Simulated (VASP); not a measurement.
Write the native input for VASP 6.6.1 that does the following.

| Property | Result |
| --- | --- |
| Task | single point |
| Functional | LDA |
| Potentials or basis | VASP PAW LDA potentials, release 64 (Sb, Pb_d) |
| Cutoff | 520 eV |
| k mesh | 8 × 8 × 8 |
| Occupations | fermi-dirac, width 0.05 eV |
| Spin | no spin polarisation |
| Dipole correction | no |
| Further INCAR settings | ALGO = Normal; EDIFF = 1e-06; NBANDS = 16 |

The structure of SbPb lies in POSCAR:

```
SbPb
1.0
    0.0000000000      3.1890967964      3.1890967964
    3.1890967964      0.0000000000      3.1890967964
    3.1890967964      3.1890967964      0.0000000000
Sb Pb
1 1
Direct
    0.5000000000      0.5000000000      0.5000000000
    0.0000000000      0.0000000000      0.0000000000
```

These files were run (other wordings do the same):

INCAR

```
SYSTEM = SbPb
PREC     = Accurate       ! precision mode
ENCUT    = 520            ! plane-wave cutoff, eV
EDIFF    = 1E-6           ! SCF threshold, eV
ISMEAR   = -1             ! smearing method
SIGMA    = 0.05           ! smearing width, eV
LREAL    = .False.        ! projectors in reciprocal space
LASPH    = .True.         ! aspherical terms in the spheres
NELM     = 60             ! most SCF steps
ALGO     = Normal         ! electronic algorithm
ISIF     = 2              ! what is computed and relaxed
LWAVE    = .False.        ! write WAVECAR
LCHARG   = .False.        ! write CHGCAR
GGA      = CA             ! functional
NBANDS   = 16             ! bands
```

KPOINTS

```
Automatic mesh
0
Gamma
  8 8 8
  0 0 0
```

Potentials or basis: VASP PAW LDA potentials, release 64 (Sb, Pb_d).

Run with:

```bash
$ cat potpaw_LDA.64/Sb/POTCAR potpaw_LDA.64/Pb_d/POTCAR > POTCAR
$ mpirun -np 1 vasp_std > vasp.out
```

Results of the run:

The pressure is -3.8 GPa.

It used 68 s of CPU time on 1 thread of AMD EPYC 7R13 Processor (Zen 3), on a shared host.
